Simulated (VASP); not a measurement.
Runs of VASP 6.6.1 on ZrO2. The structure is that of space group Fm-3m (No. 225), or close to it. The cells are those of the table. 

| task | cell | gap on the mesh (eV) | pressure (GPa) |
| --- | --- | --- | --- |
| single point | a = 3.530 Å, angles 60.0°, 3 atoms | 3.38 | 6.4 |
| single point | a = 3.541 Å, angles 60.0°, 3 atoms | 3.36 | 3.6 |
| single point | a = 3.496 Å, angles 60.0°, 3 atoms | 3.46 | (c) |
| single point | a = 3.578 Å, angles 60.0°, 3 atoms | (b) | -4.6 |
| relaxation of cell and atoms | relaxed to 8 GPa from a = 3.541 Å, angles 60.0°, 3 atoms | 3.40 | 8.0 |
| relaxation of cell and atoms | relaxed to 15 GPa from a = 3.521 Å, angles 60.0°, 3 atoms | (a) | 15.0 |

Alike in all rows: level LDA; potentials or basis VASP PAW LDA potentials, release 64 (Zr_sv, O); no spin polarisation; k mesh 8 × 8 × 8; cutoff (eV) 600; smearing gaussian 0.01 eV.

Problem. Estimate the missing entries.

Solution. (a) 3.45; (b) 3.28; (c) 15.7.

Caveats: the cell stands under pressure (at least some runs); the cell is relaxed towards a set pressure, so the run minimises the enthalpy, not the energy (at least some runs); the cell stands under tension (at least some runs).

A k mesh can miss the band edges, and the runs leave out spin-orbit coupling on Zr.
